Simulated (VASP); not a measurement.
# BaTiO3 (P4mm) in VASP: a series of runs

The runs below take BaTiO3 through single point, with PBE, PBE+U.

Program: VASP 6.6.1. These are calculated values, not measurements. Logs are shortened: lines on timing, memory, paths and dates and some standing lists are left out, and cuts for length are marked.

## Step 1: The cell of the first run

The structure is tetragonal, space group P4mm (No. 99). Conventional cell: a = 4.000 Å, b = 4.000 Å, c = 4.018 Å, α = 90.00°, β = 90.00°, γ = 90.00°. Within 3.7 Å of Ba (site symmetry 4mm) lie 12 O at 2.79 to 2.88 Å and 8 Ti at 3.45 to 3.49 Å. Ti (site symmetry 4mm) has 6 O at 1.89 to 2.13 Å within 2.5 Å. O (site symmetry 4mm) has 2 Ti at 1.89 to 2.13 Å within 2.5 Å. Within 2.9 Å of O (site symmetry 2mm) lie 2 Ti at 2.00 Å and 4 Ba at 2.79 to 2.88 Å and 8 O at 2.83 to 2.84 Å.

## Step 2: Single point, PBE

Input file INCAR:

```
PREC = Accurate ; ENCUT = 520
EDIFF = 1E-6 ; ISMEAR = 0
SIGMA = 0.01 ; LREAL = F
LASPH = T ; NELM = 100
ALGO = Normal ; ISIF = 2
LWAVE = F ; LCHARG = T
GGA = PE ; LELF = T
LVHAR = T ; NBANDS = 28
```

Input file KPOINTS:

```
regular mesh
0
Gamma
  6 6 6
```

Input file POSCAR:

```
BaTiO3
1.0
    3.9998000000      0.0000000000      0.0000000000
    0.0000000000      3.9998000000      0.0000000000
    0.0000000000      0.0000000000      4.0180000000
Ba Ti O
1 1 3
Direct
    0.0000000000      0.0000000000      0.0000000000
    0.5000000000      0.5000000000      0.4900000000
    0.5000000000      0.5000000000      0.0190000000
    0.5000000000      0.0000000000      0.5170000000
    0.0000000000      0.5000000000      0.5170000000
```

Potentials or basis: VASP PAW PBE potentials, release 64 (Ba_sv, Ti_sv, O).

On the command line:

```
cat potpaw_PBE.64/Ba_sv/POTCAR potpaw_PBE.64/Ti_sv/POTCAR potpaw_PBE.64/O/POTCAR > POTCAR
mpirun -np 1 vasp_std > vasp.out
```

OUTCAR:

```text
PREC = Accurate
   ENCUT = 520
   EDIFF = 1E-6
   ISMEAR = 0
   LREAL = F
   LASPH = T
   NELM = 100
   ISIF = 2
   GGA = PE

 ion  position               nearest neighbor table
   1  0.000  0.000  0.000-   4 2.79   5 2.79   5 2.79   4 2.79   3 2.83   3 2.83   3 2.83   3 2.83
                             4 2.88   5 2.88   5 2.88   4 2.88   2 3.45   2 3.45   2 3.45   2 3.45
   2  0.500  0.500  0.490-   3 1.89   4 2.00   5 2.00   4 2.00   5 2.00   3 2.13   1 3.45   1 3.45
                             1 3.45   1 3.45   1 3.49   1 3.49   1 3.49   1 3.49
   3  0.500  0.500  0.019-   2 1.89   2 2.13   1 2.83   1 2.83   1 2.83   1 2.83
   4  0.500  0.000  0.517-   2 2.00   2 2.00   1 2.79   1 2.79   1 2.88   1 2.88
   5  0.000  0.500  0.517-   2 2.00   2 2.00   1 2.79   1 2.79   1 2.88   1 2.88

  LATTYP: Found a simple tetragonal cell.
 ALAT       =     3.9998000000
 C/A-ratio  =     1.0045502275

  Lattice vectors:

 A1 = (   3.9998000000,   0.0000000000,   0.0000000000)
 A2 = (   0.0000000000,   3.9998000000,   0.0000000000)
 A3 = (   0.0000000000,   0.0000000000,   4.0180000000)

Analysis of symmetry for initial positions (statically):
=====================================================================
 Subroutine PRICEL returns:
 Original cell was already a primitive cell.

 Routine SETGRP: Setting up the symmetry group for a
 simple tetragonal supercell.

 Subroutine GETGRP returns: Found  8 space group operations
 (whereof  8 operations were pure point group operations)
 out of a pool of 16 trial point group operations.

The static configuration has the point symmetry C_4v.

Analysis of symmetry for dynamics (positions and initial velocities):
=====================================================================
 Subroutine PRICEL returns:
 Original cell was already a primitive cell.

 Routine SETGRP: Setting up the symmetry group for a
 simple tetragonal supercell.

 Subroutine GETGRP returns: Found  8 space group operations
 (whereof  8 operations were pure point group operations)
 out of a pool of 16 trial point group operations.

The dynamic configuration has the point symmetry C_4v.

 Subroutine INISYM returns: Found  8 space group operations
 (whereof  8 operations are pure point group operations),
 and found     1 'primitive' translations

----------------------------------------------------------------------------------------

                                     Primitive cell

  volume of cell :      64.2816

  direct lattice vectors                    reciprocal lattice vectors
     3.999800000  0.000000000  0.000000000     0.250012501  0.000000000  0.000000000
     0.000000000  3.999800000  0.000000000     0.000000000  0.250012501  0.000000000
     0.000000000  0.000000000  4.018000000     0.000000000  0.000000000  0.248880040

  length of vectors
     3.999800000  3.999800000  4.018000000     0.250012501  0.250012501  0.248880040

  position of ions in fractional coordinates (direct lattice)
     0.000000000  0.000000000  0.000000000
     0.500000000  0.500000000  0.490000000
     0.500000000  0.500000000  0.019000000
     0.500000000  0.000000000  0.517000000
     0.000000000  0.500000000  0.517000000

  ion indices of the primitive-cell ions
   primitive index   ion index
                 1           1
                 2           2
                 3           3
                 4           4
                 5           5

----------------------------------------------------------------------------------------

 KPOINTS: regular mesh

Automatic generation of k-mesh.
 Grid dimensions read from file:
 generate k-points for:    6    6    6

 Generating k-lattice:

  Cartesian coordinates                     Fractional coordinates (reciprocal lattice)
     0.041668750  0.000000000  0.000000000     0.166666667  0.000000000  0.000000000
     0.000000000  0.041668750  0.000000000     0.000000000  0.166666667  0.000000000
     0.000000000  0.000000000  0.041480007     0.000000000  0.000000000  0.166666667

  Length of vectors
     0.041668750  0.041668750  0.041480007

  Shift w.r.t. Gamma in fractional coordinates (k-lattice)
     0.000000000  0.000000000  0.000000000

 Subroutine IBZKPT returns following result:
 ===========================================

 Found     40 irreducible k-points:

 Following reciprocal coordinates:
            Coordinates               Weight
  0.000000  0.000000  0.000000      1.000000
  0.166667  0.000000  0.000000      4.000000
  0.333333  0.000000  0.000000      4.000000
  0.500000  0.000000  0.000000      2.000000
  0.166667  0.166667  0.000000      4.000000
  0.333333  0.166667  0.000000      8.000000
[... 16 lines left out ...]
  0.333333  0.000000  0.333333      8.000000
  0.500000  0.000000  0.333333      4.000000
 [... further k-points ...]
   k-points           NKPTS =     40   k-points in BZ     NKDIM =     40   number of bands    NBANDS=     28
   number of dos      NEDOS =    301   number of ions     NIONS =      5
   total plane-waves  NPLWV =  27000
   dimension x,y,z NGX =    30 NGY =   30 NGZ =   30
   dimension x,y,z NGXF=    60 NGYF=   60 NGZF=   60
   ions per type =               1   1   3
   NGX,Y,Z   is equivalent  to a cutoff of  12.47, 12.47, 12.41 a.u.
   NGXF,Y,Z  is equivalent  to a cutoff of  24.94, 24.94, 24.83 a.u.
 SYSTEM =  unknown system
   PREC   = accura    normal or accurate (medium, high low for compatibility)
   ISTART =      0    job   : 0-new  1-cont  2-samecut
   ICHARG =      2    charge: 1-file 2-atom 10-const
   ISPIN  =      1    spin polarized calculation?
   LNONCOLLINEAR =      F non collinear calculations
   LSORBIT =      F    spin-orbit coupling
   LASPH  =      T    aspherical Exc in radial PAW
   ENCUT  =  520.0 eV  38.22 Ry    6.18 a.u.   7.44  7.44  7.47*2*pi/ulx,y,z
   NELM   =    100;   NELMIN=  2; NELMDL= -5     # of ELM steps
   EDIFF  = 0.1E-05   stopping-criterion for ELM
   LREAL  =      F    real-space projection
   EDIFFG = 0.1E-04   stopping-criterion for IOM
   NSW    =      0    number of steps for IOM
   IBRION =     -1    ionic relax: 0-MD 1-quasi-New 2-CG
   NFREE  =      0    steps in history (QN), initial steepest desc. (CG)
   ISIF   =      2    stress and relaxation
   ISYM   =      2    0-nonsym 1-usesym 2-fastsym
   POTIM  = 0.5000    time-step for ionic-motion
   TEBEG  =    0.0;   TEEND  =   0.0 temperature during run
   PSTRESS=    0.0 pullay stress
   NELECT =      40.0000    total number of electrons
   NUPDOWN=      -1.0000    fix difference up-down
   EMIN   =  10.00;   EMAX   =-10.00  energy-range for DOS
   EFERMI =   0.00;   METHOD = LEGACY
   ISMEAR =     0;   SIGMA  =   0.01  broadening in eV -4-tet -1-fermi 0-gaus
   EFERMI_NEDOS =   21; number of points for ismear=-14 and -15
   IALGO  =     38    algorithm
   IMIX   =      4    mixing-type and parameters
     AMIX     =   0.40;   BMIX     =  1.00
     AMIX_MAG =   1.60;   BMIX_MAG =  1.00
  volume/ion in A,a.u.               =      12.86        86.76
  Fermi-wavevector in a.u.,A,eV,Ry     =   1.397653  2.641181 26.578078  1.953434
  Thomas-Fermi vector in A             =   2.520888
   LORBIT       =      0    0 simple, 1 ext, 2 COOP (PROOUT), +10 PAW based schemes
   GGA     = PE    functional components
   LHFCALC =     F    Hartree Fock is set to
   AEXX    =    0.0000 exact exchange contribution
   IVDW    =     0    specifies the selected vdW correction
   LEPSILON=     F    determine dielectric tensor
   LRPA    =     F    only Hartree local field effects (RPA)
 non-spin polarized calculation
 Gauss-broadening in eV      SIGMA  =   0.01
  energy-cutoff  :      520.00
  volume of cell :       64.28
 maximum number of plane-waves:      1751
 NGX is ok and might be reduce to    30
   NGX = 15   NGY = 15   NGZ = 15

 number of electron      39.9999977 magnetization

 Free energy of the ion-electron system (eV)
  ---------------------------------------------------
  ext. energy  EPLUGINS =         0.00000000
  ---------------------------------------------------
  free energy    TOTEN  =       -39.98206467 eV

  energy without entropy =      -39.98206467  energy(sigma->0) =      -39.98206467

 E-fermi :   3.9373     XC(G=0): -11.2422

 val. band max:        3.8480332968   @ k =   0.5000   0.5000   0.5000
 cond. band min:       5.6184437531   @ k =   0.0000   0.0000   0.0000
 fundamental gap:      1.7704104563
 Fermi energy:         3.9372773726

 k-point     1 :       0.0000    0.0000    0.0000
  band No.  band energies     occupation
      1     -52.7548      2.00000
      2     -28.9957      2.00000
      3     -28.9659      2.00000
      4     -28.9659      2.00000
      5     -21.0129      2.00000
      6     -13.0749      2.00000
[... 20 lines left out ...]
     27       8.8947      0.00000
     28      11.1448      0.00000

 k-point     2 :       0.1667    0.0000    0.0000
  band No.  band energies     occupation
      1     -52.7546      2.00000
      2     -28.9952      2.00000
      3     -28.9791      2.00000
      4     -28.9654      2.00000
      5     -20.9836      2.00000
      6     -13.1005      2.00000
[... 20 lines left out ...]
     27       9.4028      0.00000
     28      11.7945      0.00000

 k-point     3 :       0.3333    0.0000    0.0000
  band No.  band energies     occupation
      1     -52.7541      2.00000
      2     -29.0054      2.00000
      3     -28.9942      2.00000
      4     -28.9644      2.00000
      5     -20.9238      2.00000
      6     -13.2274      2.00000
[... 20 lines left out ...]
     27      10.6254      0.00000
     28      12.0983      0.00000

 k-point     4 :       0.5000    0.0000    0.0000
  band No.  band energies     occupation
      1     -52.7538      2.00000
      2     -29.0185      2.00000
      3     -28.9937      2.00000
      4     -28.9639      2.00000
      5     -20.8932      2.00000
      6     -13.3108      2.00000
[... 578 lines left out ...]
     27      11.1315      0.00000
     28      12.4595      0.00000

 k-point    23 :       0.3333    0.0000    0.3333
  band No.  band energies     occupation
      1     -52.7533      2.00000
      2     -29.0313      2.00000
      3     -29.0032      2.00000
      4     -28.9630      2.00000
      5     -20.8610      2.00000
      6     -12.9355      2.00000
[... 20 lines left out ...]
     27      12.2124      0.00000
     28      12.4966      0.00000

 k-point    24 :       0.5000    0.0000    0.3333
  band No.  band energies     occupation
      1     -52.7531      2.00000
      2     -29.0305      2.00000
      3     -29.0160      2.00000
      4     -28.9625      2.00000
      5     -20.8386      2.00000
      6     -12.8914      2.00000
[... 20 lines left out ...]
     27      11.9731      0.00000
     28      13.2628      0.00000

 [... further k-points ...]
[... 5 lines left out ...]
  --------------------------------------------------------------------------------------
  -------------------------------------------------------------------------------------
  Total        1.5661391      1.5661391      1.9432888      0.0000000      0.0000000      0.0000000
  in kB       39.0350224     39.0350224     48.4352385      0.0000000      0.0000000      0.0000000
  external PRESSURE =      42.1684277 kB  Pullay stress =       0.0000000 kB

 VOLUME and BASIS-vectors are now :
 -----------------------------------------------------------------------------
  energy-cutoff  :      520.00
  volume of cell :       64.28
      direct lattice vectors                 reciprocal lattice vectors
     3.999800000  0.000000000  0.000000000     0.250012501  0.000000000  0.000000000
     0.000000000  3.999800000  0.000000000     0.000000000  0.250012501  0.000000000
     0.000000000  0.000000000  4.018000000     0.000000000  0.000000000  0.248880040

 POSITION                                       TOTAL-FORCE (eV/Angst)
 -----------------------------------------------------------------------------------
      0.00000      0.00000      0.00000         0.000000      0.000000      0.075355
      1.99990      1.99990      1.96882         0.000000     -0.000000     -0.117431
      1.99990      1.99990      0.07634         0.000000     -0.000000      0.274719
      1.99990      0.00000      2.07731         0.000000      0.000000     -0.116322
      0.00000      1.99990      2.07731        -0.000000      0.000000     -0.116322
 -----------------------------------------------------------------------------------
    total drift:                                0.000000      0.000000      0.000214

  FREE ENERGIE OF THE ION-ELECTRON SYSTEM (eV)
  ---------------------------------------------------
  free  energy   TOTEN  =       -39.9820646686 eV

  energy  without entropy=      -39.9820646686  energy(sigma->0) =      -39.98206467
```

Wall time 1.9 min (1 thread of Intel Xeon Platinum 8375C at 2.90GHz (Ice Lake), shared host); peak memory 0.21 GiB.

What came out:

* Free energy: -39.9821 eV
* Pressure: 4.2 GPa
* Largest force: 0.275 eV/Å
* Band gap on the k mesh: 1.77 eV (least direct gap 2.06 eV)

Forces in eV/Å, atoms in the order of the input:
```
Ba   0.000  0.000  0.075
Ti   0.000  0.000 -0.117
O    0.000  0.000  0.275
O    0.000  0.000 -0.116
O    0.000  0.000 -0.116
```

Stress tensor (GPa, compression positive):
```
3.90 0.00 0.00
0.00 3.90 0.00
0.00 0.00 4.84
```

Caveat: the cell stands under pressure; spin-orbit coupling is left out, which moves the levels of the heavy elements. A k mesh can miss the band edges.

## Step 3: Single point, PBE+U

Input file INCAR:

```
ALGO = Normal ; EDIFF = 1E-6
ENCUT = 520 ; GGA = PE
ISIF = 2 ; ISMEAR = 0
LASPH = True ; LCHARG = False
LDAU = True ; LDAUJ = 0 0 0
LDAUL = -1 2 -1 ; LDAUPRINT = 1
LDAUTYPE = 2 ; LDAUU = 0 2 0
LMAXMIX = 4 ; LREAL = False
LWAVE = False ; NBANDS = 28
NELM = 150 ; PREC = Accurate
SIGMA = 0.01
```

Input file KPOINTS:

```
k-points
0
Gamma
  6 6 6
```

POSCAR is that of step 2.

Potentials or basis: VASP PAW PBE potentials, release 64 (Ba_sv, Ti_sv, O).

On the command line:

```
cat potpaw_PBE.64/Ba_sv/POTCAR potpaw_PBE.64/Ti_sv/POTCAR potpaw_PBE.64/O/POTCAR > POTCAR
mpirun -np 1 vasp_std > vasp.out
```

Run time: 87 s. Hardware: 1 thread of Intel Xeon Platinum 8375C at 2.90GHz (Ice Lake), shared host; peak memory 0.22 GiB.

It converged, with:

```yaml
Free_energy: -38.6012 eV
Pressure: 5.8 GPa
Largest_force: 0.174 eV/Å
Band_gap_on_the_k_mesh: 2.00 eV (least direct gap 2.30 eV)
```

Forces on the atoms (eV/Å):
```
Ba   0.000  0.000  0.072
Ti   0.000  0.000  0.174
O    0.000  0.000  0.004
O    0.000  0.000 -0.125
O    0.000  0.000 -0.125
```

Stress tensor (GPa, compression positive):
```
5.46 0.00 0.00
0.00 5.46 0.00
0.00 0.00 6.56
```

Levels at points of the mesh, in eV from the valence-band top:
| k point | band 18 | band 19 | band 20 | band 21 | band 22 | band 23 |
| --- | --- | --- | --- | --- | --- | --- |
| (0.00, 0.00, 0.00) | -0.32 | -0.30 | -0.30 | 2.00 | 2.18 | 2.18 |
| (0.50, 0.00, 0.00) | -1.71 | -0.96 | -0.87 | 2.33 | 3.69 | 3.72 |
| (0.50, 0.50, 0.00) | -0.98 | -0.98 | -0.09 | 3.73 | 3.73 | 4.14 |
| (0.00, 0.00, 0.50) | -1.90 | -0.74 | -0.74 | 2.17 | 3.74 | 3.74 |
| (0.50, 0.00, 0.50) | -0.91 | -0.90 | -0.17 | 3.72 | 3.76 | 4.12 |
| (0.50, 0.50, 0.50) | -0.08 | -0.08 | 0.00 | 4.36 | 4.36 | 4.37 |

Eigenvalues of the final occupation matrices:
```tsv
site	spin	trace	eigenvalues
site 2 d	1	0.84	0.11 0.12 0.12 0.24 0.25
site 2 d	2	0.84	0.11 0.12 0.12 0.24 0.25
```

Caveat: the cell stands under pressure; spin-orbit coupling is left out, which moves the levels of the heavy elements. A k mesh can miss the band edges.

[end of part 1 of 2]
